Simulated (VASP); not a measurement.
Wanted: the native input for a VASP 6.6.1 run.

```yaml
Task: single point
Functional: PBE
Potentials_or_basis: VASP PAW PBE potentials, release 64 (Sn_d)
Cutoff: 520 eV
k_mesh: 10 × 10 × 10
Occupations: gaussian, width 0.022 eV
Spin: no spin polarisation
Dipole_correction: no
Further_INCAR_settings: ALGO = Normal; EDIFF = 1e-07; NBANDS = 13
```

The structure of Sn lies in POSCAR:

```
Sn
1.0
   -1.8946518192      1.8946518192      1.8946518192
    1.8946518192     -1.8946518192      1.8946518192
    1.8946518192      1.8946518192     -1.8946518192
Sn
1
Direct
    0.0000000000      0.0000000000      0.0000000000
```

The input as run:

INCAR

```
SYSTEM = Sn
PREC = Accurate ; ENCUT = 520
EDIFF = 1E-7 ; ISMEAR = 0
SIGMA = 0.022 ; LREAL = .False.
LASPH = .True. ; NELM = 80
ALGO = Normal ; ISIF = 2
LWAVE = .False. ; LCHARG = .False.
GGA = PE ; NBANDS = 13
```

KPOINTS

```
regular mesh
0
Gamma
  10 10 10
  0 0 0
```

Potentials or basis: VASP PAW PBE potentials, release 64 (Sn_d).

Run with:

```sh
$ cat potpaw_PBE.64/Sn_d/POTCAR > POTCAR
$ mpirun -np 1 vasp_std > vasp.out
```

It gave:

```json
{
  "Pressure": "0.6 GPa",
  "Band gap on the k mesh": "zero (band 7 reaches 16.04 eV, above the bottom of band 8 at 5.80 eV)"
}
```

Caveat: spin-orbit coupling is left out, which moves the levels of the heavy elements.

It took 7.3 s on 1 thread of Intel(R) Xeon(R) Platinum 8259CL CPU @ 2.50GHz (Skylake/Cascade Lake), on a shared host, peak memory 0.14 GiB.
